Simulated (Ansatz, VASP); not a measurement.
**ZnO2 in VASP and in Ansatz**

```
Zn O
1.0
     4.86879    0.00000    0.00000
     0.00000    4.86879    0.00000
     0.00000    0.00000    4.86879
Zn O
4 8
Direct
  0.00000 0.50000 0.50000
  0.50000 0.50000 0.00000
  0.50000 0.00000 0.50000
  0.00000 0.00000 0.00000
  0.41248 0.08752 0.91248
  0.08752 0.91248 0.41248
  0.91248 0.41248 0.08752
  0.58752 0.58752 0.58752
  0.41248 0.41248 0.41248
  0.08752 0.58752 0.91248
  0.91248 0.08752 0.58752
  0.58752 0.91248 0.08752
```

Alike in both runs: functional PBEsol; k mesh 6 × 6 × 6; occupations gaussian, width 0.02 eV; no spin polarisation.

Ansatz relaxed the structure, and its values are those at the end. VASP's run is a single point on that final structure, the one shown.

```csv
,VASP,Ansatz
version,VASP 6.6.1,Ansatz 0.2.0
potentials or method,"VASP PAW PBE potentials, release 64 (Zn, O), cutoff 520 eV","scalar-relativistic, plane waves, PAW"
valence electrons in the cell,96,96
```

Ansatz gave:

```
gap on the k mesh at the Fermi level (eV) : 2.23
least direct gap on the mesh (eV)         : 2.38
pressure (GPa)                            : 0.0
rms of the force components (eV/Å)        : 0.000
```

What did VASP give for the same quantities?

gap on the k mesh at the Fermi level (eV): 2.20; least direct gap on the mesh (eV): 2.35; pressure (GPa): 1.1; rms of the force components (eV/Å): 0.080.

VASP's potentials were made for PBE, not for PBEsol.
